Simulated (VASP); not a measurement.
Input of a VASP 6.6.1 run:

File POSCAR:

```
HfB2
1.0
    3.0932475078      0.0000000029      0.0000000000
   -1.5466237564      2.6788309205      0.0000000000
    0.0000000000      0.0000000000      3.4349943300
Hf B
1 2
Direct
    0.0000000000      0.0000000000      0.0000000000
    0.3333333333      0.6666666667      0.5000000000
    0.6666666667      0.3333333333      0.5000000000
```

The input INCAR.step1:

```
ALGO = Normal
EDIFF = 1E-4
ENCUT = 520
GGA = PE
ISMEAR = -1
LASPH = T
LCHARG = F
LREAL = F
LWAVE = T
NBANDS = 15
NELM = 80
PREC = Accurate
SIGMA = 0.1
```

INCAR.step2

```
ALGO = Normal
EDIFF = 1E-6
ENCUT = 520
ISIF = 2
ISMEAR = -1
ISTART = 1
LASPH = T
LCHARG = F
LMIXTAU = T
LREAL = F
LWAVE = F
METAGGA = R2SCAN
NBANDS = 15
NELM = 80
PREC = Accurate
SIGMA = 0.1
```

The input KPOINTS:

```
k-points
0
Gamma
  12 12 10
```

Potentials or basis: VASP PAW PBE potentials, release 64 (Hf_pv, B).

Run with:

```bash
$ cat potpaw_PBE.64/Hf_pv/POTCAR potpaw_PBE.64/B/POTCAR > POTCAR
$ cp INCAR.step1 INCAR
$ mpirun -np 1 vasp_std > vasp.out
$ cp INCAR.step2 INCAR
$ mpirun -np 1 vasp_std > vasp.out
```

**Question.** Predict the pressure.

**Answer.** 10.9 GPa.

**Question.** Estimate the band gap on the k mesh.

**Answer.** Zero (band 8 reaches 8.89 eV, above the bottom of band 9 at 7.40 eV).

Stress tensor (GPa, compression positive):
```
11.33  0.00  0.00
 0.00 11.33  0.00
 0.00  0.00  9.89
```

Caveat: the PAW data sets were made with another functional, which shifts forces and pressure a little; spin-orbit coupling is left out, which moves the levels of the heavy elements.
